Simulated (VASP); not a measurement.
Crystal: Al.

```
CELL_PARAMETERS angstrom
2.81245 0.00000 0.00000
-1.40623 2.43566 0.00000
0.00000 0.00000 4.86685
ATOMIC_POSITIONS crystal
Al 0.66667 0.33333 0.75000
Al 0.33333 0.66667 0.25000
```

```yaml
Program: VASP 6.6.1
Task: relaxation of cell and atoms
Functional: PBEsol
Potentials_or_basis: VASP PAW PBE potentials, release 64 (Al)
Cutoff: 600 eV
k_mesh: 14 × 14 × 7
Occupations: methfessel-paxton, width 0.05 eV
Spin: no spin polarisation
```

At the start: pressure -1.4 GPa; volume 16.67 Å³/atom.

Task: How do energy, volume and symmetry change on relaxing?

Result: Over 9 steps the energy falls by 3.5 meV/atom and the volume is 16.35 Å³/atom (-1.9 %); space group P6_3/mmc (No. 194, to 0.05 Å).

Step by step:
```csv
step,energy change (eV),largest force (eV/Å),pressure (GPa),volume (Å³)
1,0.0000,0.0000,-1.39,33.34
2,-0.0053,0.0000,0.15,32.64
3,-0.0054,0.0000,0.33,32.57
4,-0.0055,0.0000,0.67,32.43
5,-0.0065,0.0000,0.23,32.57
6,-0.0068,0.0000,0.34,32.53
7,-0.0068,0.0000,0.39,32.52
8,-0.0068,0.0000,0.37,32.52
9,-0.0069,0.0000,-0.05,32.69
```

Final structure:
```
CELL_PARAMETERS angstrom
2.81730 0.00000 0.00000
-1.40865 2.43985 0.00000
0.00000 0.00000 4.75608
ATOMIC_POSITIONS crystal
Al 0.66667 0.33333 0.75000
Al 0.33333 0.66667 0.25000
```

Caveat: the PAW data sets were made with another functional, which shifts forces and pressure a little.
